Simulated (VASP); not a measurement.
Runs of VASP 6.6.1 on MgO. The structure is that of space group I4/mmm (No. 139), or close to it. The cells are those of the table. 

| cell | gap on the mesh (eV) | pressure (GPa) |
| --- | --- | --- |
| a = 3.020, b = 3.254, c = 3.254 Å, angles 55.3, 62.4, 62.4°, 2 atoms | 3.86 | (b) |
| a = 3.020, b = 2.909, c = 2.909 Å, angles 62.5, 58.7, 58.7°, 2 atoms | (a) | (c) |
| a = 3.020, b = 3.194, c = 3.194 Å, angles 56.4, 61.8, 61.8°, 2 atoms | 4.15 | -16.7 |
| a = 3.020, b = 3.224, c = 3.224 Å, angles 55.9, 62.1, 62.1°, 2 atoms | 4.00 | -17.5 |

Alike in all rows: task single point; level r2SCAN; potentials or basis VASP PAW PBE potentials, release 64 (Mg_sv, O); no spin polarisation; k mesh 10 × 10 × 10; cutoff (eV) 750; smearing gaussian 0.05 eV.

Q: Estimate the missing entries.

A: (a) 5.92; (b) -18.0; (c) 7.9.

Caveats: the PAW data sets were made with another functional, which shifts forces and pressure a little; the cell stands under tension (at least some runs); the cell stands under pressure (at least some runs).

